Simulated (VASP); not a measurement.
# ScAl3 (I4/mmm) in VASP: single point with PBEsol

Aim: the single point of ScAl3 with PBEsol.

Everything below comes from runs of VASP 6.6.1. Logs are shortened: lines on timing, memory, paths and dates and some standing lists are left out, and cuts for length are marked.

## (1) The cell of the first run

The structure is tetragonal, space group I4/mmm (No. 139). The conventional cell has a = 3.991 Å, b = 3.991 Å, c = 8.740 Å, α = 90.00°, β = 90.00°, γ = 90.00°. Within 3.7 Å of Sc (site symmetry 4/mmm) lie 12 Al at 2.82 to 2.96 Å. Within 3.7 Å of Al (site symmetry -4m2) lie 8 Al at 2.82 to 2.96 Å and 4 Sc at 2.96 Å. Within 3.7 Å of Al (site symmetry 4/mmm) lie 4 Sc at 2.82 Å and 8 Al at 2.96 Å.

## (2) Single point, PBEsol

Contents of INCAR:

```
SYSTEM = ScAl3
PREC = Accurate
ENCUT = 520
EDIFF = 1E-7
ISMEAR = 0
SIGMA = 0.15
LREAL = .FALSE.
LASPH = .TRUE.
NELM = 80
ALGO = Fast
ISIF = 2
LWAVE = .FALSE.
LCHARG = .FALSE.
GGA = PS
NBANDS = 18
```

Contents of KPOINTS:

```
regular mesh
0
G
  12 12 12
  0 0 0
```

Contents of POSCAR:

```
ScAl3
1.0
   -1.9957388890      1.9957388890      4.3698183021
    1.9957388890     -1.9957388890      4.3698183021
    1.9957388890      1.9957388890     -4.3698183021
Sc Al
1 3
Direct
    0.0000000000      0.0000000000      0.0000000000
    0.7500000000      0.2500000000      0.5000000000
    0.2500000000      0.7500000000      0.5000000000
    0.5000000000      0.5000000000      0.0000000000
```

Potentials or basis: VASP PAW PBE potentials, release 64 (Sc_sv, Al).

Started as:

```
$ cat potpaw_PBE.64/Sc_sv/POTCAR potpaw_PBE.64/Al/POTCAR > POTCAR
$ mpirun -np 1 vasp_std > vasp.out
```

OUTCAR:

```text
SYSTEM = ScAl3
   PREC = Accurate
   ENCUT = 520
   EDIFF = 1E-7
   ISMEAR = 0
   LREAL = .FALSE.
   LASPH = .TRUE.
   NELM = 80
   ISIF = 2
   GGA = PS

 ion  position               nearest neighbor table
   1  0.000  0.000  0.000-   4 2.82   4 2.82   4 2.82   4 2.82   3 2.96   2 2.96   3 2.96   3 2.96
                             2 2.96   2 2.96   3 2.96   2 2.96
   2  0.750  0.250  0.500-   3 2.82   3 2.82   3 2.82   3 2.82   4 2.96   1 2.96   4 2.96   1 2.96
                             4 2.96   4 2.96   1 2.96   1 2.96
   3  0.250  0.750  0.500-   2 2.82   2 2.82   2 2.82   2 2.82   4 2.96   1 2.96   4 2.96   4 2.96
                             1 2.96   1 2.96   4 2.96   1 2.96
   4  0.500  0.500  0.000-   1 2.82   1 2.82   1 2.82   1 2.82   3 2.96   2 2.96   3 2.96   2 2.96
                             3 2.96   3 2.96   2 2.96   2 2.96

  LATTYP: Found a body centered tetragonal cell.
 ALAT       =     3.9914777780
 C/A-ratio  =     2.1895741603

  Lattice vectors:

 A1 = (  -1.9957388890,   1.9957388890,   4.3698183021)
 A2 = (   1.9957388890,  -1.9957388890,   4.3698183021)
 A3 = (   1.9957388890,   1.9957388890,  -4.3698183021)

Analysis of symmetry for initial positions (statically):
=====================================================================
 Subroutine PRICEL returns:
 Original cell was already a primitive cell.

 Routine SETGRP: Setting up the symmetry group for a
 body centered tetragonal supercell.

 Subroutine GETGRP returns: Found 16 space group operations
 (whereof 16 operations were pure point group operations)
 out of a pool of 16 trial point group operations.

The static configuration has the point symmetry D_4h.

Analysis of symmetry for dynamics (positions and initial velocities):
=====================================================================
 Subroutine PRICEL returns:
 Original cell was already a primitive cell.

 Routine SETGRP: Setting up the symmetry group for a
 body centered tetragonal supercell.

 Subroutine GETGRP returns: Found 16 space group operations
 (whereof 16 operations were pure point group operations)
 out of a pool of 16 trial point group operations.

The dynamic configuration has the point symmetry D_4h.

 Subroutine INISYM returns: Found 16 space group operations
 (whereof 16 operations are pure point group operations),
 and found     1 'primitive' translations

----------------------------------------------------------------------------------------

                                     Primitive cell

  volume of cell :      69.6195

  direct lattice vectors                    reciprocal lattice vectors
    -1.995738889  1.995738889  4.369818302     0.000000000  0.250533776  0.114421233
     1.995738889 -1.995738889  4.369818302     0.250533776  0.000000000  0.114421233
     1.995738889  1.995738889 -4.369818302     0.250533776  0.250533776  0.000000000

  length of vectors
     5.202043773  5.202043773  5.202043773     0.275425837  0.275425837  0.354308264

  position of ions in fractional coordinates (direct lattice)
     0.000000000  0.000000000  0.000000000
     0.750000000  0.250000000  0.500000000
     0.250000000  0.750000000  0.500000000
     0.500000000  0.500000000  0.000000000

  ion indices of the primitive-cell ions
   primitive index   ion index
                 1           1
                 2           2
                 3           3
                 4           4

----------------------------------------------------------------------------------------

 KPOINTS: regular mesh

Automatic generation of k-mesh.
 Grid dimensions read from file:
 generate k-points for:   12   12   12

 Generating k-lattice:

  Cartesian coordinates                     Fractional coordinates (reciprocal lattice)
     0.000000000  0.020877815  0.009535103     0.083333333  0.000000000 -0.000000000
     0.020877815  0.000000000  0.009535103     0.000000000  0.083333333 -0.000000000
     0.020877815  0.020877815  0.000000000     0.000000000  0.000000000  0.083333333

  Length of vectors
     0.022952153  0.022952153  0.029525689

  Shift w.r.t. Gamma in fractional coordinates (k-lattice)
     0.000000000  0.000000000  0.000000000

 Subroutine IBZKPT returns following result:
 ===========================================

 Found    163 irreducible k-points:

 Following reciprocal coordinates:
            Coordinates               Weight
  0.000000  0.000000  0.000000      1.000000
  0.083333  0.000000  0.000000      8.000000
  0.166667  0.000000  0.000000      8.000000
  0.250000 -0.000000  0.000000      8.000000
  0.333333 -0.000000  0.000000      8.000000
  0.416667 -0.000000  0.000000      8.000000
[... 16 lines left out ...]
  0.500000  0.166667  0.000000     16.000000
 -0.416667  0.166667  0.000000     16.000000
 [... further k-points ...]
   k-points           NKPTS =    163   k-points in BZ     NKDIM =    163   number of bands    NBANDS=     18
   number of dos      NEDOS =    301   number of ions     NIONS =      4
   total plane-waves  NPLWV =  64000
   dimension x,y,z NGX =    40 NGY =   40 NGZ =   40
   dimension x,y,z NGXF=    80 NGYF=   80 NGZF=   80
   ions per type =               1   3
   NGX,Y,Z   is equivalent  to a cutoff of  12.78, 12.78, 12.78 a.u.
   NGXF,Y,Z  is equivalent  to a cutoff of  25.57, 25.57, 25.57 a.u.
 SYSTEM =  ScAl3
   PREC   = accura    normal or accurate (medium, high low for compatibility)
   ISTART =      0    job   : 0-new  1-cont  2-samecut
   ICHARG =      2    charge: 1-file 2-atom 10-const
   ISPIN  =      1    spin polarized calculation?
   LNONCOLLINEAR =      F non collinear calculations
   LSORBIT =      F    spin-orbit coupling
   LASPH  =      T    aspherical Exc in radial PAW
   ENCUT  =  520.0 eV  38.22 Ry    6.18 a.u.   9.67  9.67  9.67*2*pi/ulx,y,z
   NELM   =     80;   NELMIN=  2; NELMDL= -5     # of ELM steps
   EDIFF  = 0.1E-06   stopping-criterion for ELM
   LREAL  =      F    real-space projection
   EDIFFG = 0.1E-05   stopping-criterion for IOM
   NSW    =      0    number of steps for IOM
   IBRION =     -1    ionic relax: 0-MD 1-quasi-New 2-CG
   NFREE  =      0    steps in history (QN), initial steepest desc. (CG)
   ISIF   =      2    stress and relaxation
   ISYM   =      2    0-nonsym 1-usesym 2-fastsym
   POTIM  = 0.5000    time-step for ionic-motion
   TEBEG  =    0.0;   TEEND  =   0.0 temperature during run
   PSTRESS=    0.0 pullay stress
   NELECT =      20.0000    total number of electrons
   NUPDOWN=      -1.0000    fix difference up-down
   EMIN   =  10.00;   EMAX   =-10.00  energy-range for DOS
   EFERMI =   0.00;   METHOD = LEGACY
   ISMEAR =     0;   SIGMA  =   0.15  broadening in eV -4-tet -1-fermi 0-gaus
   EFERMI_NEDOS =   21; number of points for ismear=-14 and -15
   IALGO  =     68    algorithm
   IMIX   =      4    mixing-type and parameters
     AMIX     =   0.40;   BMIX     =  1.00
     AMIX_MAG =   1.60;   BMIX_MAG =  1.00
  volume/ion in A,a.u.               =      17.40       117.45
  Fermi-wavevector in a.u.,A,eV,Ry     =   1.080209  2.041299 15.875986  1.166852
  Thomas-Fermi vector in A             =   2.216194
   LORBIT       =      0    0 simple, 1 ext, 2 COOP (PROOUT), +10 PAW based schemes
   GGA     = PS    functional components
   LHFCALC =     F    Hartree Fock is set to
   AEXX    =    0.0000 exact exchange contribution
   IVDW    =     0    specifies the selected vdW correction
   LEPSILON=     F    determine dielectric tensor
   LRPA    =     F    only Hartree local field effects (RPA)
 non-spin polarized calculation
 RMM-DIIS sequential band-by-band and
 Gauss-broadening in eV      SIGMA  =   0.15
  energy-cutoff  :      520.00
  volume of cell :       69.62
 maximum number of plane-waves:      1905
   NGX = 19   NGY = 19   NGZ = 19

 number of electron      19.9999999 magnetization

 Free energy of the ion-electron system (eV)
  ---------------------------------------------------
  ext. energy  EPLUGINS =         0.00000000
  ---------------------------------------------------
  free energy    TOTEN  =       -20.38919750 eV

  energy without entropy =      -20.36555713  energy(sigma->0) =      -20.37737731

 E-fermi :   6.6483     XC(G=0): -10.4285

 val. band max:        6.6460384375   @ k =  -0.1667  -0.2500   0.0833
 cond. band min:       6.6508873848   @ k =  -0.4167   0.5000   0.1667
 fundamental gap:      0.0048489474
 Fermi energy:         6.6482793236

 k-point     1 :       0.0000    0.0000    0.0000
  band No.  band energies     occupation
      1     -41.8955      2.00000
      2     -20.6943      2.00000
      3     -20.6760      2.00000
      4     -20.6760      2.00000
      5      -2.8773      2.00000
      6       4.1228      2.00000
[... 10 lines left out ...]
     17      11.3173      0.00000
     18      12.4194      0.00000

 k-point     2 :       0.0833    0.0000    0.0000
  band No.  band energies     occupation
      1     -41.8954      2.00000
      2     -20.6942      2.00000
      3     -20.6786      2.00000
      4     -20.6758      2.00000
      5      -2.7958      2.00000
      6       3.7630      2.00000
[... 10 lines left out ...]
     17      11.5032      0.00000
     18      12.6865      0.00000

 k-point     3 :       0.1667    0.0000    0.0000
  band No.  band energies     occupation
      1     -41.8950      2.00000
      2     -20.6941      2.00000
      3     -20.6859      2.00000
      4     -20.6752      2.00000
      5      -2.5532      2.00000
      6       3.2795      2.00000
[... 10 lines left out ...]
     17      11.3970      0.00000
     18      11.9327      0.00000

 k-point     4 :       0.2500   -0.0000    0.0000
  band No.  band energies     occupation
      1     -41.8946      2.00000
      2     -20.6962      2.00000
      3     -20.6935      2.00000
      4     -20.6745      2.00000
      5      -2.1555      2.00000
      6       2.6046      2.00000
[... 375 lines left out ...]
      4     -20.6826      2.00000
      5      -0.4345      2.00000
      6       0.7455      2.00000
[... 10 lines left out ...]
     17      11.7762      0.00000
     18      12.5246      0.00000

 k-point    23 :       0.5000    0.1667    0.0000
  band No.  band energies     occupation
      1     -41.8932      2.00000
      2     -20.7144      2.00000
      3     -20.6921      2.00000
      4     -20.6823      2.00000
      5      -0.1964      2.00000
      6       0.4767      2.00000
[... 10 lines left out ...]
     17      11.6998      0.00000
     18      12.6169      0.00000

 k-point    24 :      -0.4167    0.1667    0.0000
  band No.  band energies     occupation
      1     -41.8933      2.00000
      2     -20.7118      2.00000
      3     -20.6919      2.00000
      4     -20.6825      2.00000
      5      -0.8958      2.00000
      6       1.3194      2.00000
[... 10 lines left out ...]
     17      11.3624      0.00000
     18      12.9283      0.00000

 [... further k-points ...]
[... 5 lines left out ...]
  --------------------------------------------------------------------------------------
  -------------------------------------------------------------------------------------
  Total        0.0153869      0.0153869      0.1190398      0.0000000      0.0000000      0.0000000
  in kB        0.3541045      0.3541045      2.7395052      0.0000000      0.0000000      0.0000000
  external PRESSURE =       1.1492380 kB  Pullay stress =       0.0000000 kB

 VOLUME and BASIS-vectors are now :
 -----------------------------------------------------------------------------
  energy-cutoff  :      520.00
  volume of cell :       69.62
      direct lattice vectors                 reciprocal lattice vectors
    -1.995738889  1.995738889  4.369818302     0.000000000  0.250533776  0.114421233
     1.995738889 -1.995738889  4.369818302     0.250533776  0.000000000  0.114421233
     1.995738889  1.995738889 -4.369818302     0.250533776  0.250533776  0.000000000

 POSITION                                       TOTAL-FORCE (eV/Angst)
 -----------------------------------------------------------------------------------
      0.00000      0.00000      0.00000        -0.000000     -0.000000     -0.000000
      0.00000      1.99574      2.18491        -0.000000      0.000000      0.000000
      1.99574      0.00000      2.18491         0.000000     -0.000000     -0.000000
      0.00000      0.00000      4.36982        -0.000000     -0.000000     -0.000000
 -----------------------------------------------------------------------------------
    total drift:                               -0.000000     -0.000000      0.000000

  FREE ENERGIE OF THE ION-ELECTRON SYSTEM (eV)
  ---------------------------------------------------
  free  energy   TOTEN  =       -20.3891974959 eV

  energy  without entropy=      -20.3655571277  energy(sigma->0) =      -20.37737731
```

Wall time 4.1 min (1 thread of AMD EPYC 9R45 (Zen 5), shared host); peak memory 0.34 GiB.

Results:

```
Free energy            : -20.3892 eV
Pressure               : 0.1 GPa
Band gap on the k mesh : zero (band 10 reaches 7.69 eV, above the bottom of band 11 at 5.60 eV)
```

Stress tensor (GPa, compression positive):
```
0.04 0.00 0.00
0.00 0.04 0.00
0.00 0.00 0.27
```

Caveat: the PAW data sets were made with another functional, which shifts forces and pressure a little.
